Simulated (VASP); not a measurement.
# K (Fm-3m) in VASP: notebook, part 2 of 2

VASP 6.6.1. The steps go on from the part before.

## Step 3: Single point, BLYP (volume scaled by 0.96)

Input file INCAR:

```
AGGAC = 1.0
AGGAX = 1.0
ALDAC = 0.0
ALDAX = 1.0
ALGO = Normal
EDIFF = 1E-6
ENCUT = 520
GGA = B5
ISIF = 2
ISMEAR = -1
LASPH = True
LCHARG = True
LELF = True
LREAL = False
LVHAR = True
LWAVE = False
NBANDS = 10
NELM = 60
PREC = Accurate
SIGMA = 0.1
```

Input file KPOINTS:

```
k-points
0
Gamma
  9 9 9
```

Input file POSCAR:

```
K
1.0
    0.0000000000      3.3155469111      3.3155469111
    3.3155469111      0.0000000000      3.3155469111
    3.3155469111      3.3155469111      0.0000000000
K
1
Direct
    0.0000000000      0.0000000000      0.0000000000
```

Potentials or basis: VASP PAW PBE potentials, release 64 (K_sv).

On the command line:

```sh
$ cat potpaw_PBE.64/K_sv/POTCAR > POTCAR
$ mpirun -np 1 vasp_std > vasp.out
```

OUTCAR:

```text
EDIFF = 1E-6
   ENCUT = 520
   GGA = B5
   ISIF = 2
   ISMEAR = -1
   LASPH = True
   LREAL = False
   NELM = 60
   PREC = Accurate

 ion  position               nearest neighbor table
   1  0.000  0.000  0.000-

  LATTYP: Found a face centered cubic cell.
 ALAT       =     6.6310938222

  Lattice vectors:

 A1 = (   0.0000000000,   3.3155469111,   3.3155469111)
 A2 = (   3.3155469111,   0.0000000000,   3.3155469111)
 A3 = (   3.3155469111,   3.3155469111,   0.0000000000)

Analysis of symmetry for initial positions (statically):
=====================================================================
 Subroutine PRICEL returns:
 Original cell was already a primitive cell.

 Routine SETGRP: Setting up the symmetry group for a
 face centered cubic supercell.

 Subroutine GETGRP returns: Found 48 space group operations
 (whereof 48 operations were pure point group operations)
 out of a pool of 48 trial point group operations.

The static configuration has the point symmetry O_h .

Analysis of symmetry for dynamics (positions and initial velocities):
[... 163 lines left out ...]
 k-point     1 :       0.0000    0.0000    0.0000
  band No.  band energies     occupation
      1     -31.9295      2.00000
      2     -15.4643      2.00000
      3     -15.4643      2.00000
      4     -15.4643      2.00000
      5      -1.8556      2.00000
      6       4.3111      0.00000
      7       4.3111      0.00000
      8       4.3111      0.00000
      9       5.4770      0.00000
     10       5.4770      0.00000
[... 287 lines left out ...]
 k-point    24 :       0.4444    0.4444    0.0000
  band No.  band energies     occupation
      1     -31.9244      2.00000
      2     -15.5272      2.00000
      3     -15.4888      2.00000
      4     -15.4888      2.00000
      5       0.8506      0.01336
      6       2.1094      0.00000
      7       2.5914      0.00000
      8       5.1710      0.00000
      9       5.1710      0.00000
     10       5.7089      0.00000

 [... further k-points ...]

------------------------ aborting loop because EDIFF is reached ----------------------------------------

  FORCE on cell =-STRESS in cart. coord.  units (eV):
  Direction    XX          YY          ZZ          XY          YZ          ZX
  --------------------------------------------------------------------------------------
  -------------------------------------------------------------------------------------
  Total        0.0636418      0.0636418      0.0636418     -0.0000000      0.0000000      0.0000000
  in kB        1.3988050      1.3988050      1.3988050     -0.0000000      0.0000000      0.0000000
  external PRESSURE =       1.3988050 kB  Pullay stress =       0.0000000 kB

 VOLUME and BASIS-vectors are now :
 -----------------------------------------------------------------------------
  energy-cutoff  :      520.00
  volume of cell :       72.89
      direct lattice vectors                 reciprocal lattice vectors
     0.000000000  3.315546911  3.315546911    -0.150804683  0.150804683  0.150804683
     3.315546911  0.000000000  3.315546911     0.150804683 -0.150804683  0.150804683
     3.315546911  3.315546911  0.000000000     0.150804683  0.150804683 -0.150804683

 POSITION                                       TOTAL-FORCE (eV/Angst)
 -----------------------------------------------------------------------------------
      0.00000      0.00000      0.00000        -0.000000     -0.000000     -0.000000
 -----------------------------------------------------------------------------------
    total drift:                               -0.000000      0.000000      0.000000

  FREE ENERGIE OF THE ION-ELECTRON SYSTEM (eV)
  ---------------------------------------------------
  free  energy   TOTEN  =        -0.7164375361 eV

  energy  without entropy=       -0.6909014461  energy(sigma->0) =       -0.70366949
```

stdout:

```text
POSCAR found type information on POSCAR K
 POSCAR found :  1 types and       1 ions
 scaLAPACK will be used
 -----------------------------------------------------------------------------
|                                                                             |
|                                                                             |
|     You enforced a specific xc type in the INCAR file but a different       |
|     I HOPE YOU KNOW WHAT YOU ARE DOING!                                     |
|                                                                             |
 -----------------------------------------------------------------------------

 LDA part: xc-table for (Slater(with rela. corr.)+VWN5), standard interpolation
 POSCAR, INCAR and KPOINTS ok, starting setup
 FFT: planning ... GRIDC
 FFT: planning ... GRID_SOFT
 FFT: planning ... GRID
 WAVECAR not read
 entering main loop
```

It took 32 s on 1 thread of Intel Xeon 6975P-C, shared host; peak memory 0.2 GiB.

What came out:

```
Free energy : -0.7164 eV
Pressure    : 0.1 GPa
```

Caveat: the cell differs from its parent crystal (volume scaled by 0.96); the PAW data sets were made with another functional, which shifts forces and pressure a little.

## Step 4: Single point, BLYP

This run uses another cell than the first one, of 75.93 Å³/atom, 1.087 times its volume.

Input file INCAR:

```
SYSTEM = K
PREC = Accurate
ENCUT = 520
EDIFF = 1E-6
ISMEAR = -1
SIGMA = 0.1
LREAL = .FALSE.
LASPH = .TRUE.
NELM = 60
ALGO = Normal
ISIF = 2
LWAVE = .FALSE.
LCHARG = .TRUE.
GGA = B5
ALDAX = 1.0
AGGAX = 1.0
AGGAC = 1.0
ALDAC = 0.0
LELF = .TRUE.
LVHAR = .TRUE.
NBANDS = 10
```

Input file KPOINTS:

```
regular mesh
0
G
  9 9 9
  0 0 0
```

Input file POSCAR:

```
K
1.0
    0.0000000000      3.3609710066      3.3609710066
    3.3609710066      0.0000000000      3.3609710066
    3.3609710066      3.3609710066      0.0000000000
K
1
Direct
    0.0000000000      0.0000000000      0.0000000000
```

Potentials or basis: VASP PAW PBE potentials, release 64 (K_sv).

On the command line:

```sh
$ cat potpaw_PBE.64/K_sv/POTCAR > POTCAR
$ mpirun -np 1 vasp_std > vasp.out
```

OUTCAR:

```text
SYSTEM = K
   PREC = Accurate
   ENCUT = 520
   EDIFF = 1E-6
   ISMEAR = -1
   LREAL = .FALSE.
   LASPH = .TRUE.
   NELM = 60
   ISIF = 2
   GGA = B5

 ion  position               nearest neighbor table
   1  0.000  0.000  0.000-

  LATTYP: Found a face centered cubic cell.
 ALAT       =     6.7219420132

  Lattice vectors:

 A1 = (   0.0000000000,   3.3609710066,   3.3609710066)
 A2 = (   3.3609710066,   0.0000000000,   3.3609710066)
 A3 = (   3.3609710066,   3.3609710066,   0.0000000000)

Analysis of symmetry for initial positions (statically):
=====================================================================
 Subroutine PRICEL returns:
 Original cell was already a primitive cell.

 Routine SETGRP: Setting up the symmetry group for a
 face centered cubic supercell.

 Subroutine GETGRP returns: Found 48 space group operations
 (whereof 48 operations were pure point group operations)
 out of a pool of 48 trial point group operations.

The static configuration has the point symmetry O_h .

Analysis of symmetry for dynamics (positions and initial velocities):
=====================================================================
 Subroutine PRICEL returns:
 Original cell was already a primitive cell.

 Routine SETGRP: Setting up the symmetry group for a
 face centered cubic supercell.

 Subroutine GETGRP returns: Found 48 space group operations
 (whereof 48 operations were pure point group operations)
 out of a pool of 48 trial point group operations.

The dynamic configuration has the point symmetry O_h .

 Subroutine INISYM returns: Found 48 space group operations
 (whereof 48 operations are pure point group operations),
 and found     1 'primitive' translations

----------------------------------------------------------------------------------------

[... 110 lines left out ...]
     AMIX_MAG =   1.60;   BMIX_MAG =  1.00
  volume/ion in A,a.u.               =      75.93       512.41
  Fermi-wavevector in a.u.,A,eV,Ry     =   0.804169  1.519660  8.798731  0.646689
  Thomas-Fermi vector in A             =   1.912175
   LORBIT       =      0    0 simple, 1 ext, 2 COOP (PROOUT), +10 PAW based schemes
   GGA     = B5    functional components
   LHFCALC =     F    Hartree Fock is set to
   AEXX    =    0.0000 exact exchange contribution
   IVDW    =     0    specifies the selected vdW correction
   LEPSILON=     F    determine dielectric tensor
   LRPA    =     F    only Hartree local field effects (RPA)
 non-spin polarized calculation
  energy-cutoff  :      520.00
  volume of cell :       75.93
 maximum number of plane-waves:      2085
   NGX = 17   NGY = 17   NGZ = 17

 number of electron       9.0000000 magnetization

 Free energy of the ion-electron system (eV)
  ---------------------------------------------------
  ext. energy  EPLUGINS =         0.00000000
  ---------------------------------------------------
  free energy    TOTEN  =        -0.71795560 eV

  energy without entropy =       -0.69192882  energy(sigma->0) =       -0.70494221

 E-fermi :   0.2583     XC(G=0):  -5.1908

 val. band max:        0.1535303760   @ k =   0.4444   0.0000   0.0000
 cond. band min:       0.3055760951   @ k =   0.4444   0.3333   0.0000
 fundamental gap:      0.1520457191
 Fermi energy:         0.2583034617

 k-point     1 :       0.0000    0.0000    0.0000
  band No.  band energies     occupation
      1     -32.0410      2.00000
      2     -15.5785      2.00000
      3     -15.5785      2.00000
      4     -15.5785      2.00000
      5      -1.8887      2.00000
      6       4.1832      0.00000
      7       4.1832      0.00000
      8       4.1832      0.00000
      9       5.3181      0.00000
     10       5.3181      0.00000
[... 287 lines left out ...]
 k-point    24 :       0.4444    0.4444    0.0000
  band No.  band energies     occupation
      1     -32.0369      2.00000
      2     -15.6327      2.00000
      3     -15.5997      2.00000
      4     -15.5997      2.00000
      5       0.7601      0.01314
      6       1.9903      0.00000
      7       2.5066      0.00000
      8       4.9495      0.00000
      9       4.9495      0.00000
     10       5.4121      0.00000

 [... further k-points ...]

------------------------ aborting loop because EDIFF is reached ----------------------------------------

  FORCE on cell =-STRESS in cart. coord.  units (eV):
  Direction    XX          YY          ZZ          XY          YZ          ZX
  --------------------------------------------------------------------------------------
  -------------------------------------------------------------------------------------
  Total        0.0012277      0.0012277      0.0012277      0.0000000      0.0000000      0.0000000
  in kB        0.0259054      0.0259054      0.0259054      0.0000000      0.0000000      0.0000000
  external PRESSURE =       0.0259054 kB  Pullay stress =       0.0000000 kB

 VOLUME and BASIS-vectors are now :
 -----------------------------------------------------------------------------
  energy-cutoff  :      520.00
  volume of cell :       75.93
      direct lattice vectors                 reciprocal lattice vectors
     0.000000000  3.360971007  3.360971007    -0.148766532  0.148766532  0.148766532
     3.360971007  0.000000000  3.360971007     0.148766532 -0.148766532  0.148766532
     3.360971007  3.360971007  0.000000000     0.148766532  0.148766532 -0.148766532

 POSITION                                       TOTAL-FORCE (eV/Angst)
 -----------------------------------------------------------------------------------
      0.00000      0.00000      0.00000         0.000000      0.000000     -0.000000
 -----------------------------------------------------------------------------------
    total drift:                               -0.000000     -0.000000      0.000000

  FREE ENERGIE OF THE ION-ELECTRON SYSTEM (eV)
  ---------------------------------------------------
  free  energy   TOTEN  =        -0.7179556042 eV

  energy  without entropy=       -0.6919288227  energy(sigma->0) =       -0.70494221
```

Run time: 32 s. Hardware: 1 thread of Intel Xeon 6975P-C, shared host; peak memory 0.2 GiB.

What came out:

```
Free energy : -0.7180 eV
Pressure    : 0.0 GPa
```

Levels at points of the mesh, in eV from the Fermi level:
| k point | band 2 | band 3 | band 4 | band 5 | band 6 | band 7 | band 8 | band 9 |
| --- | --- | --- | --- | --- | --- | --- | --- | --- |
| (0.00, 0.00, 0.00) | -15.84 | -15.84 | -15.84 | -2.15 | 3.92 | 3.92 | 3.92 | 5.06 |

Caveat: the PAW data sets were made with another functional, which shifts forces and pressure a little.

## Step 5: Single point, BLYP (volume scaled by 1.04)

INCAR, as its differences from that of step 4:

```diff
@@ -8,3 +8,3 @@
 LASPH = .TRUE.
-NELM = 60
+NELM = 80
 ALGO = Normal
```

Input file KPOINTS:

```
Automatic mesh
0
G
  9 9 9
  0 0 0
```

Input file POSCAR:

```
K
1.0
    0.0000000000      3.4051993813      3.4051993813
    3.4051993813      0.0000000000      3.4051993813
    3.4051993813      3.4051993813      0.0000000000
K
1
Direct
    0.0000000000      0.0000000000      0.0000000000
```

Potentials or basis: VASP PAW PBE potentials, release 64 (K_sv).

On the command line:

```sh
$ cat potpaw_PBE.64/K_sv/POTCAR > POTCAR
$ mpirun -np 1 vasp_std > vasp.out
```

OUTCAR:

```text
SYSTEM = K
   PREC = Accurate
   ENCUT = 520
   EDIFF = 1E-6
   ISMEAR = -1
   LREAL = .FALSE.
   LASPH = .TRUE.
   NELM = 80
   ISIF = 2
   GGA = B5

 ion  position               nearest neighbor table
   1  0.000  0.000  0.000-

  LATTYP: Found a face centered cubic cell.
 ALAT       =     6.8103987626

  Lattice vectors:

 A1 = (   0.0000000000,   3.4051993813,   3.4051993813)
 A2 = (   3.4051993813,   0.0000000000,   3.4051993813)
[... 489 lines left out ...]
      9       4.7432      0.00000
     10       5.1404      0.00000

 [... further k-points ...]

------------------------ aborting loop because EDIFF is reached ----------------------------------------

  FORCE on cell =-STRESS in cart. coord.  units (eV):
  Direction    XX          YY          ZZ          XY          YZ          ZX
  --------------------------------------------------------------------------------------
  -------------------------------------------------------------------------------------
  Total       -0.0545276     -0.0545276     -0.0545276     -0.0000000      0.0000000     -0.0000000
  in kB       -1.1062907     -1.1062907     -1.1062907     -0.0000000      0.0000000     -0.0000000
  external PRESSURE =      -1.1062907 kB  Pullay stress =       0.0000000 kB

 VOLUME and BASIS-vectors are now :
 -----------------------------------------------------------------------------
  energy-cutoff  :      520.00
  volume of cell :       78.97
      direct lattice vectors                 reciprocal lattice vectors
     0.000000000  3.405199381  3.405199381    -0.146834280  0.146834280  0.146834280
     3.405199381  0.000000000  3.405199381     0.146834280 -0.146834280  0.146834280
     3.405199381  3.405199381  0.000000000     0.146834280  0.146834280 -0.146834280

 POSITION                                       TOTAL-FORCE (eV/Angst)
 -----------------------------------------------------------------------------------
      0.00000      0.00000      0.00000         0.000000      0.000000     -0.000000
 -----------------------------------------------------------------------------------
    total drift:                               -0.000000     -0.000000      0.000000

  FREE ENERGIE OF THE ION-ELECTRON SYSTEM (eV)
  ---------------------------------------------------
  free  energy   TOTEN  =        -0.7171028261 eV

  energy  without entropy=       -0.6905760718  energy(sigma->0) =       -0.70383945
```

stdout:

```text
POSCAR found type information on POSCAR K
 POSCAR found :  1 types and       1 ions
 scaLAPACK will be used
 -----------------------------------------------------------------------------
|                                                                             |
|                                                                             |
|     You enforced a specific xc type in the INCAR file but a different       |
|     I HOPE YOU KNOW WHAT YOU ARE DOING!                                     |
|                                                                             |
 -----------------------------------------------------------------------------

 LDA part: xc-table for (Slater(with rela. corr.)+VWN5), standard interpolation
 POSCAR, INCAR and KPOINTS ok, starting setup
 FFT: planning ... GRIDC
 FFT: planning ... GRID_SOFT
 FFT: planning ... GRID
 WAVECAR not read
 entering main loop
```

Run time: 30 s. Hardware: 1 thread of Intel Xeon 6975P-C, shared host; peak memory 0.2 GiB.

What came out:

```
Free energy : -0.7171 eV
Pressure    : -0.1 GPa
```

Caveat: the cell differs from its parent crystal (volume scaled by 1.04); the PAW data sets were made with another functional, which shifts forces and pressure a little.

## Step 6: Single point, BLYP (volume scaled by 1.08)

Input file INCAR:

```
AGGAC = 1.0
AGGAX = 1.0
ALDAC = 0.0
ALDAX = 1.0
ALGO = Normal
EDIFF = 1E-7
ENCUT = 520
GGA = B5
ISIF = 2
ISMEAR = -1
LASPH = T
LCHARG = F
LREAL = F
LWAVE = F
NBANDS = 10
NELM = 80
PREC = Accurate
SIGMA = 0.1
```

Input file KPOINTS:

```
k-points
0
Gamma
  9 9 9
```

Input file POSCAR:

```
K
1.0
    0.0000000000      3.4483077472      3.4483077472
    3.4483077472      0.0000000000      3.4483077472
    3.4483077472      3.4483077472      0.0000000000
K
1
Direct
    0.0000000000      0.0000000000      0.0000000000
```

Potentials or basis: VASP PAW PBE potentials, release 64 (K_sv).

On the command line:

```sh
$ cat potpaw_PBE.64/K_sv/POTCAR > POTCAR
$ mpirun -np 1 vasp_std > vasp.out
```

Run time: 32 s. Hardware: 1 thread of Intel Xeon 6975P-C, shared host; peak memory 0.2 GiB.

The run converged. Its results:

```
Free energy : -0.7143 eV
Pressure    : -0.2 GPa
```

Levels at points of the mesh, in eV from the Fermi level:
| k point | band 3 | band 4 | band 5 | band 6 | band 7 | band 8 |
| --- | --- | --- | --- | --- | --- | --- |
| (0.00, 0.00, 0.00) | -15.88 | -15.88 | -2.04 | 3.85 | 3.85 | 3.85 |

Caveat: the cell differs from its parent crystal (volume scaled by 1.08); the PAW data sets were made with another functional, which shifts forces and pressure a little.

## Step 7: Summary

| cell | gap on the mesh (eV) | pressure (GPa) |
| --- | --- | --- |
| a = 4.623 Å, angles 60.0°, 1 atom | none | 0.3 |
| a = 4.689 Å, angles 60.0°, 1 atom | none | 0.1 |
| a = 4.753 Å, angles 60.0°, 1 atom | none | 0.0 |
| a = 4.816 Å, angles 60.0°, 1 atom | none | -0.1 |
| a = 4.877 Å, angles 60.0°, 1 atom | none | -0.2 |

Alike in all rows: task single point; level BLYP; potentials or basis VASP PAW PBE potentials, release 64 (K_sv); no spin polarisation; k mesh 9 × 9 × 9; cutoff (eV) 520; smearing fermi-dirac 0.1 eV.

Caveats: the PAW data sets were made with another functional, which shifts forces and pressure a little.

Absolute energies hang on the potentials; compare differences alone.
